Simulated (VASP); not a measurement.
Input of a VASP 6.6.1 run:

INCAR

```
PREC     = Accurate       # precision mode
ENCUT    = 520            # plane-wave cutoff, eV
EDIFF    = 1E-6           # SCF threshold, eV
ISMEAR   = -1             # smearing method
SIGMA    = 0.05           # smearing width, eV
LREAL    = F              # projectors in reciprocal space
LASPH    = T              # aspherical terms in the spheres
NELM     = 60             # most SCF steps
ALGO     = Normal         # electronic algorithm
ISIF     = 2              # what is computed and relaxed
LWAVE    = F              # write WAVECAR
LCHARG   = F              # write CHGCAR
GGA      = PE             # functional
NBANDS   = 26             # bands
```

KPOINTS

```
Automatic mesh
0
Gamma
  9 9 12
```

Contents of POSCAR:

```
Nb
1.0
    4.2639340662      0.0000000000      0.0000000000
   -2.1319670331      3.6926752214      0.0000000000
    0.0000000000      0.0000000000      2.3956344707
Nb
3
Direct
    0.0000000000      0.0000000000      0.0000000000
    0.3333333333      0.6666666667      0.5000000000
    0.6666666667      0.3333333333      0.5000000000
```

Potentials or basis: VASP PAW PBE potentials, release 64 (Nb_sv).

Run with:

```sh
$ cat potpaw_PBE.64/Nb_sv/POTCAR > POTCAR
$ mpirun -np 1 vasp_std > vasp.out
```

Estimate the pressure.

129.7 GPa.

Stress tensor (GPa, compression positive):
```
129.58   0.00   0.00
  0.00 129.58   0.00
  0.00   0.00 129.87
```
